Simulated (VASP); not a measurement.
Here is a VASP 6.6.1 calculation.

File POSCAR:

```
Ge
1.0
    3.9976152073      0.0000000000      0.0000000000
   -1.9988076036      3.4620363241      0.0000000000
    0.0000000000      0.0000000000      6.5928195166
Ge
4
Direct
    0.3333333333      0.6666666667      0.0003695990
    0.6666666667      0.3333333333      0.5003695990
    0.3333333333      0.6666666667      0.3746304010
    0.6666666667      0.3333333333      0.8746304010
```

The input INCAR.step1:

```
SYSTEM = Ge
ALGO     = Normal         ! electronic algorithm
EDIFF    = 1E-4           ! SCF threshold, eV
ENCUT    = 520            ! plane-wave cutoff, eV
GGA      = PE             ! functional
ISMEAR   = -1             ! smearing method
LASPH    = .TRUE.         ! aspherical terms in the spheres
LCHARG   = .FALSE.        ! write CHGCAR
LREAL    = .FALSE.        ! projectors in reciprocal space
LWAVE    = .TRUE.         ! write WAVECAR
NBANDS   = 36             ! bands
NELM     = 60             ! most SCF steps
PREC     = Accurate       ! precision mode
SIGMA    = 0.02           ! smearing width, eV
```

INCAR.step2

```
SYSTEM = Ge
ALGO     = Normal         ! electronic algorithm
EDIFF    = 1E-6           ! SCF threshold, eV
ENCUT    = 520            ! plane-wave cutoff, eV
ISIF     = 2              ! what is computed and relaxed
ISMEAR   = -1             ! smearing method
ISTART   = 1            
LASPH    = .TRUE.         ! aspherical terms in the spheres
LCHARG   = .FALSE.        ! write CHGCAR
LMIXTAU  = .TRUE.       
LREAL    = .FALSE.        ! projectors in reciprocal space
LWAVE    = .FALSE.        ! write WAVECAR
METAGGA  = R2SCAN         ! meta-GGA
NBANDS   = 36             ! bands
NELM     = 60             ! most SCF steps
PREC     = Accurate       ! precision mode
SIGMA    = 0.02           ! smearing width, eV
```

File KPOINTS:

```
k-points
0
G
  12 12 4
  0 0 0
```

Potentials or basis: VASP PAW PBE potentials, release 64 (Ge_d).

Launch:

```sh
$ cat potpaw_PBE.64/Ge_d/POTCAR > POTCAR
$ cp INCAR.step1 INCAR
$ mpirun -np 1 vasp_std > vasp.out
$ cp INCAR.step2 INCAR
$ mpirun -np 1 vasp_std > vasp.out
```

**Question.** Estimate the band gap on the k mesh.

**Answer.** 0.06 eV.

**Question.** Estimate the largest force.

**Answer.** 0.004 eV/Å.

**Question.** Estimate the pressure.

**Answer.** 0.1 GPa.

Stress tensor (GPa, compression positive):
```
-0.01  0.00  0.00
 0.00 -0.01  0.00
 0.00  0.00  0.21
```

Caveat: semilocal functionals underestimate gaps, and a narrow one can read as zero; the PAW data sets were made with another functional, which shifts forces and pressure a little. A k mesh can miss the band edges.
